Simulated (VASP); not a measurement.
Write the native input for VASP 6.6.1 that does the following.

* Task: single point
* Functional: r2SCAN
* Potentials or basis: VASP PAW PBE potentials, release 64 (Sc_sv)
* Cutoff: 520 eV
* k mesh: 14 × 14 × 4
* Occupations: fermi-dirac, width 0.1 eV
* Spin: no spin polarisation
* Dipole correction: no
* Further INCAR settings: ALGO = Normal; EDIFF = 1e-06; NBANDS = 30

The system is Sc.

```
Sc
1.0
     3.31160    0.00000    0.00000
    -1.65580    2.86793    0.00000
     0.00000    0.00000   10.56217
Sc
4
Direct
  0.00000 0.00000 0.00000
  0.00000 0.00000 0.50000
  0.33333 0.66667 0.25000
  0.66667 0.33333 0.75000
```

One way to write it, as run:

POSCAR

```
Sc
1.0
    3.3116006650      0.0000000000      0.0000000000
   -1.6558003325      2.8679303031      0.0000000000
    0.0000000000      0.0000000000     10.5621710614
Sc
4
Direct
    0.0000000000      0.0000000000      0.0000000000
    0.0000000000      0.0000000000      0.5000000000
    0.3333333333      0.6666666667      0.2500000000
    0.6666666667      0.3333333333      0.7500000000
```

INCAR.step1

```
PREC = Accurate ; ENCUT = 520
ISMEAR = -1 ; SIGMA = 0.1
LREAL = F ; LASPH = T
NELM = 60 ; NBANDS = 30
GGA = PE ; ALGO = Normal
EDIFF = 1E-4 ; LWAVE = T
LCHARG = F
```

INCAR.step2

```
PREC = Accurate ; ENCUT = 520
EDIFF = 1E-6 ; ISMEAR = -1
SIGMA = 0.1 ; LREAL = F
LASPH = T ; NELM = 60
ALGO = Normal ; ISIF = 2
LWAVE = F ; LCHARG = F
METAGGA = R2SCAN ; LMIXTAU = T
NBANDS = 30 ; ISTART = 1
```

KPOINTS

```
Automatic mesh
0
Gamma
  14 14 4
```

Potentials or basis: VASP PAW PBE potentials, release 64 (Sc_sv).

Launch:

```bash
$ cat potpaw_PBE.64/Sc_sv/POTCAR > POTCAR
$ cp INCAR.step1 INCAR
$ mpirun -np 1 vasp_std > vasp.out
$ cp INCAR.step2 INCAR
$ mpirun -np 1 vasp_std > vasp.out
```

Results of the run:

```
Pressure               : 0.2 GPa
Band gap on the k mesh : zero (bands 22 and 23 overlap by 1.24 eV)
```

Caveat: the PAW data sets were made with another functional, which shifts forces and pressure a little.

Run time: 11 min on 1 thread of Intel(R) Xeon(R) Platinum 8488C (Sapphire Rapids), with other jobs on the host, peak memory 0.35 GiB.
